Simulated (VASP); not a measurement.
A run of VASP 6.6.1:

POSCAR

```
KBr
1.0
    4.3557272600      0.0000000000      0.0000000000
    0.0000000000      4.3557272600      0.0000000000
    0.0000000000      0.0000000000      4.3557272600
Br K
1 1
Direct
    0.5000000000      0.5000000000      0.5000000000
    0.0000000000      0.0000000000      0.0000000000
```

File INCAR.step1:

```
SYSTEM = KBr
ALGO = Normal ; EDIFF = 1E-5
ENCUT = 520 ; GGA = PE
ISIF = 2 ; ISMEAR = 0
LASPH = .TRUE. ; LCHARG = .FALSE.
LREAL = .FALSE. ; LWAVE = .TRUE.
NBANDS = 15 ; NELM = 60
PREC = Accurate ; SIGMA = 0.01
```

File INCAR.step2:

```
SYSTEM = KBr
AEXX = 0.25 ; ALGO = Normal
EDIFF = 1E-7 ; ENCUT = 520
GGA = PE ; ISIF = 2
ISMEAR = 0 ; ISTART = 1
IVDW = 12 ; LASPH = .TRUE.
LCHARG = .FALSE. ; LHFCALC = .TRUE.
LREAL = .FALSE. ; LWAVE = .FALSE.
NBANDS = 15 ; NELM = 60
PREC = Accurate ; PRECFOCK = Normal
SIGMA = 0.01
```

File KPOINTS:

```
k-points
0
G
  4 4 4
  0 0 0
```

Potentials or basis: VASP PAW PBE potentials, release 64 (Br, K_sv).

Command:

```sh
$ cat potpaw_PBE.64/Br/POTCAR potpaw_PBE.64/K_sv/POTCAR > POTCAR
$ cp INCAR.step1 INCAR
$ mpirun -np 1 vasp_std > vasp.out
$ cp INCAR.step2 INCAR
$ mpirun -np 1 vasp_std > vasp.out
```

Hardware: 1 thread of Oxide Virtual Turin-like Processor, with other jobs on the host.

Question: How long does it take, and how much memory?

Answer: It took 14 min on 1 thread of Oxide Virtual Turin-like Processor, on a shared host, peak memory 0.17 GiB. Counts: k points 10.
